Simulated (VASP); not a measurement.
# Ca (P6/mmm) in VASP: single point with PBE

Aim: the single point of Ca with PBE.

All numbers are computed with VASP 6.6.1; they aren't measurements. Logs are shortened: lines on timing, memory, paths and dates and some standing lists are left out, and cuts for length are marked.

### 1 The cell of the first run

It takes space group P6/mmm (No. 191, hexagonal). The conventional cell has a = 6.075 Å, b = 6.075 Å, c = 3.591 Å, α = 90.00°, β = 90.00°, γ = 120.00°. Within 4.7 Å of Ca (site symmetry 6/mmm) lie 14 Ca at 3.59 to 3.94 Å. Within 4.6 Å of Ca (site symmetry -6m2) lie 11 Ca at 3.51 to 3.94 Å.

This isn't the form of Ca at room conditions, which is fcc.

### 2 Single point, PBE

File INCAR:

```
SYSTEM = Ca
PREC = Accurate
ENCUT = 520
EDIFF = 1E-6
ISMEAR = -1
SIGMA = 0.08
LREAL = .False.
LASPH = .True.
NELM = 60
ALGO = Normal
ISIF = 2
LWAVE = .False.
LCHARG = .False.
GGA = PE
NBANDS = 22
```

File KPOINTS:

```
regular mesh
0
Gamma
  6 6 9
  0 0 0
```

File POSCAR:

```
Ca
1.0
    6.0746979975      0.0000000000      0.0000000000
   -3.0373489987      5.2608427861      0.0000000000
    0.0000000000      0.0000000000      3.5914739857
Ca
3
Direct
    0.0000000000      0.0000000000      0.0000000000
    0.3333333333      0.6666666667      0.5000000000
    0.6666666667      0.3333333333      0.5000000000
```

Potentials or basis: VASP PAW PBE potentials, release 64 (Ca_sv).

Launch:

```
$ cat potpaw_PBE.64/Ca_sv/POTCAR > POTCAR
$ mpirun -np 1 vasp_std > vasp.out
```

OUTCAR:

```text
SYSTEM = Ca
   PREC = Accurate
   ENCUT = 520
   EDIFF = 1E-6
   ISMEAR = -1
   LREAL = .False.
   LASPH = .True.
   NELM = 60
   ISIF = 2
   GGA = PE

 ion  position               nearest neighbor table
   1  0.000  0.000  0.000-
   2  0.333  0.667  0.500-
   3  0.667  0.333  0.500-

  LATTYP: Found a hexagonal cell.
 ALAT       =     6.0746979975
 C/A-ratio  =     0.5912185243

  Lattice vectors:

 A1 = (   6.0746979975,   0.0000000000,   0.0000000000)
 A2 = (  -3.0373489987,   5.2608427861,   0.0000000000)
 A3 = (   0.0000000000,   0.0000000000,   3.5914739857)

Analysis of symmetry for initial positions (statically):
=====================================================================
 Subroutine PRICEL returns:
 Original cell was already a primitive cell.

 Routine SETGRP: Setting up the symmetry group for a
 hexagonal supercell.

 Subroutine GETGRP returns: Found 24 space group operations
 (whereof 24 operations were pure point group operations)
 out of a pool of 24 trial point group operations.

The static configuration has the point symmetry D_6h.

Analysis of symmetry for dynamics (positions and initial velocities):
=====================================================================
 Subroutine PRICEL returns:
 Original cell was already a primitive cell.

 Routine SETGRP: Setting up the symmetry group for a
 hexagonal supercell.

 Subroutine GETGRP returns: Found 24 space group operations
 (whereof 24 operations were pure point group operations)
 out of a pool of 24 trial point group operations.

The dynamic configuration has the point symmetry D_6h.

 Subroutine INISYM returns: Found 24 space group operations
 (whereof 24 operations are pure point group operations),
 and found     1 'primitive' translations

----------------------------------------------------------------------------------------

                                     Primitive cell

  volume of cell :     114.7764

  direct lattice vectors                    reciprocal lattice vectors
     6.074697998  0.000000000  0.000000000     0.164617237  0.095041806  0.000000000
    -3.037348999  5.260842786  0.000000000     0.000000000  0.190083612  0.000000000
     0.000000000  0.000000000  3.591473986     0.000000000  0.000000000  0.278437211

  length of vectors
     6.074697998  6.074697997  3.591473986     0.190083612  0.190083612  0.278437211

  position of ions in fractional coordinates (direct lattice)
     0.000000000  0.000000000  0.000000000
     0.333333333  0.666666667  0.500000000
     0.666666667  0.333333333  0.500000000

  ion indices of the primitive-cell ions
   primitive index   ion index
                 1           1
                 2           2
                 3           3

----------------------------------------------------------------------------------------

 KPOINTS: regular mesh

Automatic generation of k-mesh.
 Grid dimensions read from file:
 generate k-points for:    6    6    9

 Generating k-lattice:

  Cartesian coordinates                     Fractional coordinates (reciprocal lattice)
     0.027436206  0.015840301  0.000000000     0.166666667  0.000000000  0.000000000
     0.000000000  0.031680602  0.000000000     0.000000000  0.166666667  0.000000000
     0.000000000  0.000000000  0.030937468     0.000000000  0.000000000  0.111111111

  Length of vectors
     0.031680602  0.031680602  0.030937468

  Shift w.r.t. Gamma in fractional coordinates (k-lattice)
     0.000000000  0.000000000  0.000000000

 Subroutine IBZKPT returns following result:
 ===========================================

 Found     35 irreducible k-points:

 Following reciprocal coordinates:
            Coordinates               Weight
  0.000000  0.000000  0.000000      1.000000
  0.166667 -0.000000  0.000000      6.000000
  0.333333 -0.000000  0.000000      6.000000
  0.500000 -0.000000  0.000000      3.000000
  0.166667  0.166667  0.000000      6.000000
  0.333333  0.166667  0.000000     12.000000
[... 16 lines left out ...]
  0.166667 -0.000000  0.333333     12.000000
  0.333333 -0.000000  0.333333     12.000000
 [... further k-points ...]
   k-points           NKPTS =     35   k-points in BZ     NKDIM =     35   number of bands    NBANDS=     22
   number of dos      NEDOS =    301   number of ions     NIONS =      3
   total plane-waves  NPLWV =  64512
   dimension x,y,z NGX =    48 NGY =   48 NGZ =   28
   dimension x,y,z NGXF=    96 NGYF=   96 NGZF=   56
   ions per type =               3
   NGX,Y,Z   is equivalent  to a cutoff of  13.14, 13.14, 12.96 a.u.
   NGXF,Y,Z  is equivalent  to a cutoff of  26.27, 26.27, 25.92 a.u.
 SYSTEM =  Ca
   PREC   = accura    normal or accurate (medium, high low for compatibility)
   ISTART =      0    job   : 0-new  1-cont  2-samecut
   ICHARG =      2    charge: 1-file 2-atom 10-const
   ISPIN  =      1    spin polarized calculation?
   LNONCOLLINEAR =      F non collinear calculations
   LSORBIT =      F    spin-orbit coupling
   LASPH  =      T    aspherical Exc in radial PAW
   ENCUT  =  520.0 eV  38.22 Ry    6.18 a.u.  11.29 11.29  6.68*2*pi/ulx,y,z
   NELM   =     60;   NELMIN=  2; NELMDL= -5     # of ELM steps
   EDIFF  = 0.1E-05   stopping-criterion for ELM
   LREAL  =      F    real-space projection
   EDIFFG = 0.1E-04   stopping-criterion for IOM
   NSW    =      0    number of steps for IOM
   IBRION =     -1    ionic relax: 0-MD 1-quasi-New 2-CG
   NFREE  =      0    steps in history (QN), initial steepest desc. (CG)
   ISIF   =      2    stress and relaxation
   ISYM   =      2    0-nonsym 1-usesym 2-fastsym
   POTIM  = 0.5000    time-step for ionic-motion
   TEBEG  =    0.0;   TEEND  =   0.0 temperature during run
   PSTRESS=    0.0 pullay stress
   NELECT =      30.0000    total number of electrons
   NUPDOWN=      -1.0000    fix difference up-down
   EMIN   =  10.00;   EMAX   =-10.00  energy-range for DOS
   EFERMI =   0.00;   METHOD = LEGACY
   ISMEAR =    -1;   SIGMA  =   0.08  broadening in eV -4-tet -1-fermi 0-gaus
   EFERMI_NEDOS =   21; number of points for ismear=-14 and -15
   IALGO  =     38    algorithm
   IMIX   =      4    mixing-type and parameters
     AMIX     =   0.40;   BMIX     =  1.00
     AMIX_MAG =   1.60;   BMIX_MAG =  1.00
  volume/ion in A,a.u.               =      38.26       258.18
  Fermi-wavevector in a.u.,A,eV,Ry     =   1.046721  1.978016 14.906886  1.095625
  Thomas-Fermi vector in A             =   2.181571
   LORBIT       =      0    0 simple, 1 ext, 2 COOP (PROOUT), +10 PAW based schemes
   GGA     = PE    functional components
   LHFCALC =     F    Hartree Fock is set to
   AEXX    =    0.0000 exact exchange contribution
   IVDW    =     0    specifies the selected vdW correction
   LEPSILON=     F    determine dielectric tensor
   LRPA    =     F    only Hartree local field effects (RPA)
 non-spin polarized calculation
  energy-cutoff  :      520.00
  volume of cell :      114.78
 maximum number of plane-waves:      3121
 NGX is ok and might be reduce to    48
   NGX = 23   NGY = 23   NGZ = 13

 number of electron      30.0000006 magnetization

 Free energy of the ion-electron system (eV)
  ---------------------------------------------------
  ext. energy  EPLUGINS =         0.00000000
  ---------------------------------------------------
  free energy    TOTEN  =        -5.59045124 eV

  energy without entropy =       -5.48326300  energy(sigma->0) =       -5.53685712

 E-fermi :   2.3994     XC(G=0):  -8.0427

 val. band max:        2.3953709752   @ k =   0.3333  -0.0000   0.1111
 cond. band min:       2.4003396145   @ k =   0.5000  -0.0000   0.3333
 fundamental gap:      0.0049686393
 Fermi energy:         2.3994035874

 k-point     1 :       0.0000    0.0000    0.0000
  band No.  band energies     occupation
      1     -39.4614      2.00000
      2     -39.4325      2.00000
      3     -39.3783      2.00000
      4     -20.5347      2.00000
      5     -20.5347      2.00000
      6     -20.4288      2.00000
[... 14 lines left out ...]
     21       5.1112      0.00000
     22       5.1112      0.00000

 k-point     2 :       0.1667   -0.0000    0.0000
  band No.  band energies     occupation
      1     -39.4595      2.00000
      2     -39.4341      2.00000
      3     -39.3785      2.00000
      4     -20.5434      2.00000
      5     -20.5328      2.00000
      6     -20.4176      2.00000
[... 14 lines left out ...]
     21       4.9011      0.00000
     22       5.2386      0.00000

 k-point     3 :       0.3333   -0.0000    0.0000
  band No.  band energies     occupation
      1     -39.4548      2.00000
      2     -39.4384      2.00000
      3     -39.3789      2.00000
      4     -20.5575      2.00000
      5     -20.5181      2.00000
      6     -20.4162      2.00000
[... 14 lines left out ...]
     21       4.3912      0.00000
     22       5.2319      0.00000

 k-point     4 :       0.5000   -0.0000    0.0000
  band No.  band energies     occupation
      1     -39.4511      2.00000
      2     -39.4419      2.00000
      3     -39.3791      2.00000
      4     -20.5635      2.00000
      5     -20.4998      2.00000
      6     -20.4372      2.00000
[... 14 lines left out ...]
     21       4.2470      0.00000
     22       5.1638      0.00000

 k-point     5 :       0.1667    0.1667    0.0000
  band No.  band energies     occupation
      1     -39.4562      2.00000
      2     -39.4371      2.00000
      3     -39.3788      2.00000
      4     -20.5510      2.00000
      5     -20.5269      2.00000
      6     -20.4142      2.00000
[... 417 lines left out ...]
 k-point    22 :       0.0000    0.0000    0.3333
  band No.  band energies     occupation
      1     -39.4502      2.00000
      2     -39.4225      2.00000
      3     -39.3686      2.00000
      4     -20.5191      2.00000
      5     -20.5191      2.00000
      6     -20.5039      2.00000
[... 14 lines left out ...]
     21       4.7349      0.00000
     22       4.7349      0.00000

 k-point    23 :       0.1667   -0.0000    0.3333
  band No.  band energies     occupation
      1     -39.4485      2.00000
      2     -39.4241      2.00000
      3     -39.3686      2.00000
      4     -20.5235      2.00000
      5     -20.5152      2.00000
      6     -20.5028      2.00000
[... 14 lines left out ...]
     21       4.7123      0.00000
     22       4.7201      0.00000

 k-point    24 :       0.3333   -0.0000    0.3333
  band No.  band energies     occupation
      1     -39.4442      2.00000
      2     -39.4283      2.00000
      3     -39.3687      2.00000
      4     -20.5315      2.00000
      5     -20.5123      2.00000
      6     -20.4987      2.00000
[... 14 lines left out ...]
     21       4.5509      0.00000
     22       4.6869      0.00000

 [... further k-points ...]
[... 5 lines left out ...]
  --------------------------------------------------------------------------------------
  -------------------------------------------------------------------------------------
  Total        1.5962703      1.5962703      1.5843750      0.0000000      0.0000000      0.0000000
  in kB       22.2825186     22.2825186     22.1164704      0.0000000      0.0000000      0.0000000
  external PRESSURE =      22.2271692 kB  Pullay stress =       0.0000000 kB

 VOLUME and BASIS-vectors are now :
 -----------------------------------------------------------------------------
  energy-cutoff  :      520.00
  volume of cell :      114.78
      direct lattice vectors                 reciprocal lattice vectors
     6.074697998  0.000000000  0.000000000     0.164617237  0.095041806  0.000000000
    -3.037348999  5.260842786  0.000000000     0.000000000  0.190083612  0.000000000
     0.000000000  0.000000000  3.591473986     0.000000000  0.000000000  0.278437211

 POSITION                                       TOTAL-FORCE (eV/Angst)
 -----------------------------------------------------------------------------------
      0.00000      0.00000      0.00000        -0.000000      0.000000      0.000000
     -0.00000      3.50723      1.79574         0.000000     -0.000000     -0.000000
      3.03735      1.75361      1.79574        -0.000000      0.000000      0.000000
 -----------------------------------------------------------------------------------
    total drift:                               -0.000000      0.000000     -0.000000

  FREE ENERGIE OF THE ION-ELECTRON SYSTEM (eV)
  ---------------------------------------------------
  free  energy   TOTEN  =        -5.5904512407 eV

  energy  without entropy=       -5.4832630033  energy(sigma->0) =       -5.53685712
```

Wall time 33 s (1 thread of Intel Xeon 6975P-C (Granite Rapids), shared host); peak memory 0.26 GiB.

Results:

| Quantity | Value |
| --- | --- |
| Free energy | -5.5905 eV |
| Pressure | 2.2 GPa |
| Band gap on the k mesh | zero (bands 15 and 16 overlap by 0.20 eV) |
